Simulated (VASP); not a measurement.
Wanted: the native input for a VASP 6.6.1 run.

```yaml
Task: single point
Functional: PBEsol
Dispersion: D4
Potentials_or_basis: VASP PAW PBE potentials, release 64 (Sb)
Cutoff: 520 eV
k_mesh: 14 × 14 × 14
Occupations: fermi-dirac, width 0.05 eV
Spin: no spin polarisation
Dipole_correction: no
Further_INCAR_settings: ALGO = Normal; EDIFF = 1e-06; NBANDS = 8
```

The structure of Sb lies in POSCAR:

```
Sb
1.0
    2.4619456936      0.0000000000      0.0000000000
    0.0000000000      2.4619456936      0.0000000000
    0.0000000000      0.0000000000      2.4619456936
Sb
1
Direct
    0.0000000000      0.0000000000      0.0000000000
```

One way to write it, as run:

INCAR

```
PREC = Accurate ; ENCUT = 520
EDIFF = 1E-6 ; ISMEAR = -1
SIGMA = 0.05 ; LREAL = F
LASPH = T ; NELM = 60
ALGO = Normal ; ISIF = 2
LWAVE = F ; LCHARG = F
GGA = PS ; IVDW = 13
NBANDS = 8
```

KPOINTS

```
regular mesh
0
Gamma
  14 14 14
```

Potentials or basis: VASP PAW PBE potentials, release 64 (Sb).

Run with:

```sh
$ cat potpaw_PBE.64/Sb/POTCAR > POTCAR
$ mpirun -np 1 vasp_std > vasp.out
```

Results of the run:

| Quantity | Value |
| --- | --- |
| Pressure | 184.2 GPa |
| Dispersion energy per atom | -0.565 eV |

Caveat: the PAW data sets were made with another functional, which shifts forces and pressure a little; pairwise dispersion overbinds metals, which lowers pressure and volume.

It took 4.8 s on 1 thread of AMD EPYC 9R45 96-Core Processor (Zen 5), on a shared host, peak memory 0.1 GiB.
